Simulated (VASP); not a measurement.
# Ni (Fm-3m) in VASP: a series of runs

Ni is run at these levels: PBE; tasks: single point.

All numbers are computed with VASP 6.6.1; they aren't measurements. Logs are shortened: lines on timing, memory, paths and dates and some standing lists are left out, and cuts for length are marked.

## Step 1: The cell of the first run

The structure is cubic, space group Fm-3m (No. 225). The conventional cell has a = 3.534 Å, b = 3.534 Å, c = 3.534 Å, α = 90.00°, β = 90.00°, γ = 90.00°. Ni (site symmetry m-3m) has 12 Ni at 2.50 Å within 3.3 Å.

## Step 2: Single point, PBE, collinear spin, ferromagnetic start

INCAR reads:

```
PREC = Accurate
ENCUT = 520
EDIFF = 1E-7
ISMEAR = -1
SIGMA = 0.1
LREAL = F
LASPH = T
NELM = 150
ALGO = Normal
ISIF = 2
LWAVE = F
LCHARG = F
ISPIN = 2
MAGMOM = 0.4 0.4
LORBIT = 11
LMAXMIX = 4
GGA = PE
NBANDS = 21
ISYM = 0
```

KPOINTS reads:

```
regular mesh
0
Gamma
  11 6 11
```

POSCAR reads:

```
Ni
1.0
    0.0000000000      1.7671500000      1.7671500000
    3.5343000000      0.0000000000      3.5343000000
    1.7671500000      1.7671500000      0.0000000000
Ni
2
Direct
    0.0000000000      0.0000000000      0.0000000000
    0.0000000000      0.5000000000      0.0000000000
```

Potentials or basis: VASP PAW PBE potentials, release 64 (Ni).

Started as:

```sh
> cat potpaw_PBE.64/Ni/POTCAR > POTCAR
> mpirun -np 1 vasp_std > vasp.out
```

OUTCAR:

```text
PREC = Accurate
   ENCUT = 520
   EDIFF = 1E-7
   ISMEAR = -1
   LREAL = F
   LASPH = T
   NELM = 150
   ISIF = 2
   ISPIN = 2
   LORBIT = 11
   GGA = PE
   ISYM = 0

 ion  position               nearest neighbor table
   1  0.000  0.000  0.000-   2 2.50   2 2.50   2 2.50   2 2.50   2 2.50   2 2.50
   2  0.000  0.500  0.000-   1 2.50   1 2.50   1 2.50   1 2.50   1 2.50   1 2.50

IMPORTANT INFORMATION: All symmetrisations will be switched off!
NOSYMM: (Re-)initialisation of all symmetry stuff for point group C_1.

----------------------------------------------------------------------------------------

                                     Primitive cell

  volume of cell :      22.0740

  direct lattice vectors                    reciprocal lattice vectors
     0.000000000  1.767150000  1.767150000    -0.282941459  0.282941459  0.282941459
     3.534300000  0.000000000  3.534300000     0.141470730 -0.141470730  0.141470730
     1.767150000  1.767150000  0.000000000     0.282941459  0.282941459 -0.282941459

  length of vectors
     2.499127497  4.998254993  2.499127497     0.490068983  0.245034492  0.490068983

  position of ions in fractional coordinates (direct lattice)
     0.000000000  0.000000000  0.000000000
     0.000000000  0.500000000  0.000000000

  ion indices of the primitive-cell ions
   primitive index   ion index
                 1           1
                 2           2

----------------------------------------------------------------------------------------

 KPOINTS: regular mesh

Automatic generation of k-mesh.
 Grid dimensions read from file:
 generate k-points for:   11    6   11

 Generating k-lattice:

  Cartesian coordinates                     Fractional coordinates (reciprocal lattice)
    -0.025721951  0.025721951  0.025721951     0.090909091  0.000000000  0.000000000
     0.023578455 -0.023578455  0.023578455     0.000000000  0.166666667  0.000000000
     0.025721951  0.025721951 -0.025721951     0.000000000  0.000000000  0.090909091

  Length of vectors
     0.044551726  0.040839082  0.044551726

  Shift w.r.t. Gamma in fractional coordinates (k-lattice)
     0.000000000  0.000000000  0.000000000

 -----------------------------------------------------------------------------
|                                                                             |
|           W    W    AA    RRRRR   N    N  II  N    N   GGGG   !!!           |
|           W    W   A  A   R    R  NN   N  II  NN   N  G    G  !!!           |
|           W    W  A    A  R    R  N N  N  II  N N  N  G       !!!           |
|           W WW W  AAAAAA  RRRRR   N  N N  II  N  N N  G  GGG   !            |
|           WW  WW  A    A  R   R   N   NN  II  N   NN  G    G                |
|           W    W  A    A  R    R  N    N  II  N    N   GGGG   !!!           |
|                                                                             |
|     Your reciprocal lattice and k-lattice belong to different lattice       |
|     classes:                                                                |
|                                                                             |
|        The reciprocal lattice is rhombohedral (trigonal),                   |
|        whereas your k-lattice is base-centered monoclinic.                  |
|                                                                             |
|     Results are often still useful ...                                      |
|                                                                             |
 -----------------------------------------------------------------------------

 WARNING: IBZKPT: internal override: KBLOWUP is changed to .FALSE.
      ... skipping the blow-up phase ...

 Subroutine IBZKPT returns following result:
 ===========================================

 Found    364 irreducible k-points:

 Following reciprocal coordinates:
            Coordinates               Weight
  0.000000  0.000000  0.000000      1.000000
  0.090909  0.000000  0.000000      2.000000
  0.181818  0.000000  0.000000      2.000000
  0.272727  0.000000  0.000000      2.000000
  0.363636  0.000000  0.000000      2.000000
  0.454545  0.000000  0.000000      2.000000
[... 16 lines left out ...]
  0.454545  0.333333  0.000000      2.000000
 -0.454545  0.333333  0.000000      2.000000
 [... further k-points ...]
   k-points           NKPTS =    364   k-points in BZ     NKDIM =    364   number of bands    NBANDS=     21
   number of dos      NEDOS =    301   number of ions     NIONS =      2
   total plane-waves  NPLWV =  16000
   dimension x,y,z NGX =    20 NGY =   40 NGZ =   20
   dimension x,y,z NGXF=    40 NGYF=   80 NGZF=   40
   ions per type =               2
   NGX,Y,Z   is equivalent  to a cutoff of  13.30, 13.30, 13.30 a.u.
   NGXF,Y,Z  is equivalent  to a cutoff of  26.61, 26.61, 26.61 a.u.
 SYSTEM =  unknown system
   PREC   = accura    normal or accurate (medium, high low for compatibility)
   ISTART =      0    job   : 0-new  1-cont  2-samecut
   ICHARG =      2    charge: 1-file 2-atom 10-const
   ISPIN  =      2    spin polarized calculation?
   LNONCOLLINEAR =      F non collinear calculations
   LSORBIT =      F    spin-orbit coupling
   LASPH  =      T    aspherical Exc in radial PAW
   ENCUT  =  520.0 eV  38.22 Ry    6.18 a.u.   4.65  9.29  4.65*2*pi/ulx,y,z
   NELM   =    150;   NELMIN=  2; NELMDL= -5     # of ELM steps
   EDIFF  = 0.1E-06   stopping-criterion for ELM
   LREAL  =      F    real-space projection
   EDIFFG = 0.1E-05   stopping-criterion for IOM
   NSW    =      0    number of steps for IOM
   IBRION =     -1    ionic relax: 0-MD 1-quasi-New 2-CG
   NFREE  =      0    steps in history (QN), initial steepest desc. (CG)
   ISIF   =      2    stress and relaxation
   ISYM   =      0    0-nonsym 1-usesym 2-fastsym
   POTIM  = 0.5000    time-step for ionic-motion
   TEBEG  =    0.0;   TEEND  =   0.0 temperature during run
   PSTRESS=    0.0 pullay stress
   NELECT =      20.0000    total number of electrons
   NUPDOWN=      -1.0000    fix difference up-down
   EMIN   =  10.00;   EMAX   =-10.00  energy-range for DOS
   EFERMI =   0.00;   METHOD = LEGACY
   ISMEAR =    -1;   SIGMA  =   0.10  broadening in eV -4-tet -1-fermi 0-gaus
   EFERMI_NEDOS =   21; number of points for ismear=-14 and -15
   IALGO  =     38    algorithm
   IMIX   =      4    mixing-type and parameters
     AMIX     =   0.40;   BMIX     =  1.00
     AMIX_MAG =   1.60;   BMIX_MAG =  1.00
  volume/ion in A,a.u.               =      11.04        74.48
  Fermi-wavevector in a.u.,A,eV,Ry     =   1.584132  2.993576 34.143477  2.509475
  Thomas-Fermi vector in A             =   2.683797
   LORBIT       =     11    0 simple, 1 ext, 2 COOP (PROOUT), +10 PAW based schemes
   GGA     = PE    functional components
   LHFCALC =     F    Hartree Fock is set to
   AEXX    =    0.0000 exact exchange contribution
   IVDW    =     0    specifies the selected vdW correction
   LEPSILON=     F    determine dielectric tensor
   LRPA    =     F    only Hartree local field effects (RPA)
 spin polarized calculation
  energy-cutoff  :      520.00
  volume of cell :       22.07
 maximum number of plane-waves:       609
   NGX =  9   NGY = 19   NGZ =  9

 number of electron      20.0000020 magnetization       1.1805890

 Free energy of the ion-electron system (eV)
  ---------------------------------------------------
  ext. energy  EPLUGINS =         0.00000000
  ---------------------------------------------------
  free energy    TOTEN  =       -10.99376400 eV

  energy without entropy =      -10.88112935  energy(sigma->0) =      -10.93744667

 E-fermi :   9.1557     XC(G=0): -13.1710

 val. band max:        9.1546128850   @ k =  -0.3636   0.1667   0.3636
 cond. band min:       9.1572070967   @ k =   0.0909   0.0000   0.0909
 fundamental gap:      0.0025942117
 Fermi energy:         9.1556940883

 spin component 1

 k-point     1 :       0.0000    0.0000    0.0000
  band No.  band energies     occupation
      1       0.2656      1.00000
      2       4.4363      1.00000
      3       6.8047      1.00000
      4       6.8062      1.00000
      5       6.8088      1.00000
      6       6.8169      1.00000
[... 13 lines left out ...]
     20      36.5248      0.00000
     21      36.5252      0.00000

 k-point     2 :       0.0909    0.0000    0.0000
  band No.  band energies     occupation
      1       0.5841      1.00000
      2       4.6007      1.00000
      3       6.6907      1.00000
      4       6.7273      1.00000
      5       6.8726      1.00000
      6       6.8763      1.00000
[... 13 lines left out ...]
     20      35.8596      0.00000
     21      38.7787      0.00000
[... 487 lines left out ...]
      5       6.7684      1.00000
      6       7.2657      1.00000
[... 13 lines left out ...]
     20      31.4632      0.00000
     21      38.8700      0.00000

 k-point    24 :      -0.4545    0.3333    0.0000
  band No.  band energies     occupation
      1       4.8159      1.00000
      2       4.9755      1.00000
      3       5.3635      1.00000
      4       6.3888      1.00000
      5       7.0153      1.00000
      6       7.1923      1.00000
[... 13 lines left out ...]
     20      31.5308      0.00000
     21      34.9351      0.00000

 [... further k-points ...]

 spin component 2

 k-point     1 :       0.0000    0.0000    0.0000
  band No.  band energies     occupation
      1       0.2272      1.00000
      2       4.8378      1.00000
      3       7.4022      1.00000
      4       7.4029      1.00000
      5       7.5087      1.00000
      6       7.5092      1.00000
[... 13 lines left out ...]
     20      36.5082      0.00000
     21      36.5242      0.00000

 k-point     2 :       0.0909    0.0000    0.0000
  band No.  band energies     occupation
      1       0.5461      1.00000
      2       5.0037      1.00000
      3       7.2208      1.00000
      4       7.4207      1.00000
      5       7.5315      1.00000
      6       7.5787      1.00000
[... 13 lines left out ...]
     20      35.8836      0.00000
     21      38.8132      0.00000
[... 487 lines left out ...]
      5       7.3440      1.00000
      6       7.8470      1.00000
[... 13 lines left out ...]
     20      31.5052      0.00000
     21      38.9459      0.00000

 k-point    24 :      -0.4545    0.3333    0.0000
  band No.  band energies     occupation
      1       5.1018      1.00000
      2       5.4162      1.00000
      3       5.9403      1.00000
      4       6.8118      1.00000
      5       7.5375      1.00000
      6       7.7857      1.00000
[... 13 lines left out ...]
     20      31.5359      0.00000
     21      35.0315      0.00000

 [... further k-points ...]
[... 5 lines left out ...]
  --------------------------------------------------------------------------------------
  -------------------------------------------------------------------------------------
  Total       -0.3351984     -0.3234281     -0.3352007     -0.0079293     -0.0079291      0.0187120
  in kB      -24.3294478    -23.4751355    -24.3296162     -0.5755264     -0.5755096      1.3581590
  external PRESSURE =     -24.0447332 kB  Pullay stress =       0.0000000 kB

 VOLUME and BASIS-vectors are now :
 -----------------------------------------------------------------------------
  energy-cutoff  :      520.00
  volume of cell :       22.07
      direct lattice vectors                 reciprocal lattice vectors
     0.000000000  1.767150000  1.767150000    -0.282941459  0.282941459  0.282941459
     3.534300000  0.000000000  3.534300000     0.141470730 -0.141470730  0.141470730
     1.767150000  1.767150000  0.000000000     0.282941459  0.282941459 -0.282941459

 POSITION                                       TOTAL-FORCE (eV/Angst)
 -----------------------------------------------------------------------------------
      0.00000      0.00000      0.00000         0.000000     -0.000000      0.000000
      1.76715      0.00000      1.76715        -0.000000      0.000000     -0.000000
 -----------------------------------------------------------------------------------
    total drift:                                0.000000     -0.000000     -0.000000

  FREE ENERGIE OF THE ION-ELECTRON SYSTEM (eV)
  ---------------------------------------------------
  free  energy   TOTEN  =       -10.9937639965 eV

  energy  without entropy=      -10.8811293457  energy(sigma->0) =      -10.93744667

 total charge

# of ion       s       p       d       tot
------------------------------------------
    1        0.491   0.485   8.309   9.285
    2        0.491   0.485   8.309   9.285
--------------------------------------------------
tot          0.982   0.970  16.618  18.570

 magnetization (x)

# of ion       s       p       d       tot
------------------------------------------
    1       -0.007  -0.025   0.635   0.603
    2       -0.007  -0.025   0.635   0.603
--------------------------------------------------
tot         -0.014  -0.049   1.271   1.207
```

Wall time 7 min (1 thread of Oxide Virtual Turin-like, shared host); peak memory 0.3 GiB.

What came out:

| Quantity | Value |
| --- | --- |
| Free energy | -10.9938 eV |
| Pressure | -2.4 GPa |
| Net moment | 1.18 μB per cell |
| Site moments | Ni +0.60 μB |
| Valence electrons inside the program's atomic spheres | Ni 9.29 |

Levels at points of the mesh, in eV from the Fermi level:
Spin up:
```
           k point  band 7  band 8  band 9  band 10  band 11  band 12  band 13  band 14
(0.00, 0.00, 0.00)   -2.34   -1.21   -1.21    -0.56    -0.56    -0.25     5.60    22.12
(0.00, 0.50, 0.00)   -2.13   -2.13   -1.14    -1.14    -1.14    -1.14    14.30    14.30
```
Spin down:
```
           k point  band 5  band 6  band 7  band 8  band 9  band 10  band 11  band 12  band 13  band 14
(0.00, 0.00, 0.00)   -1.65   -1.65   -1.64   -0.65   -0.64    -0.31     0.15     0.16     5.99    21.97
(0.00, 0.50, 0.00)   -1.48   -1.48   -1.48   -1.48   -0.52    -0.52    -0.51    -0.51    14.43    14.43
```

## Step 3: Single point, PBE, collinear spin, ferromagnetic start

INCAR reads:

```
SYSTEM = Ni
PREC = Accurate
ENCUT = 520
EDIFF = 1E-7
ISMEAR = -1
SIGMA = 0.1
LREAL = .FALSE.
LASPH = .TRUE.
NELM = 150
ALGO = Normal
ISIF = 2
LWAVE = .FALSE.
LCHARG = .TRUE.
ISPIN = 2
MAGMOM = 0.4 0.4
LORBIT = 11
LMAXMIX = 4
GGA = PE
LELF = .TRUE.
LVHAR = .TRUE.
ISYM = 0
NBANDS = 21
```

KPOINTS reads:

```
regular mesh
0
G
  11 6 11
  0 0 0
```

POSCAR is that of step 2.

Potentials or basis: VASP PAW PBE potentials, release 64 (Ni).

Started as:

```sh
> cat potpaw_PBE.64/Ni/POTCAR > POTCAR
> mpirun -np 1 vasp_std > vasp.out
```

Wall time 7.3 min (1 thread of Oxide Virtual Turin-like, shared host); peak memory 0.3 GiB.

The run converged. Its results:

```
Free energy                                           : -10.9938 eV
Pressure                                              : -2.4 GPa
Net moment                                            : 1.18 μB per cell
Site moments                                          : Ni +0.60 μB
Valence electrons inside the program's atomic spheres : Ni 9.29
```

Stress tensor (GPa, compression positive):
```
-2.43 -0.06  0.14
-0.06 -2.35 -0.06
 0.14 -0.06 -2.43
```

Levels at points of the mesh, in eV from the Fermi level:
Spin up:
```
           k point  band 7  band 8  band 9  band 10  band 11  band 12  band 13  band 14
(0.00, 0.00, 0.00)   -2.34   -1.21   -1.21    -0.56    -0.56    -0.25     5.60    22.12
(0.00, 0.50, 0.00)   -2.13   -2.13   -1.14    -1.14    -1.14    -1.14    14.30    14.30
```
Spin down:
| k point | band 6 | band 7 | band 8 | band 9 | band 10 | band 11 | band 12 | band 13 |
| --- | --- | --- | --- | --- | --- | --- | --- | --- |
| (0.00, 0.00, 0.00) | -1.65 | -1.64 | -0.65 | -0.64 | -0.31 | 0.15 | 0.16 | 5.99 |
| (0.00, 0.50, 0.00) | -1.48 | -1.48 | -1.48 | -0.52 | -0.52 | -0.51 | -0.51 | 14.43 |
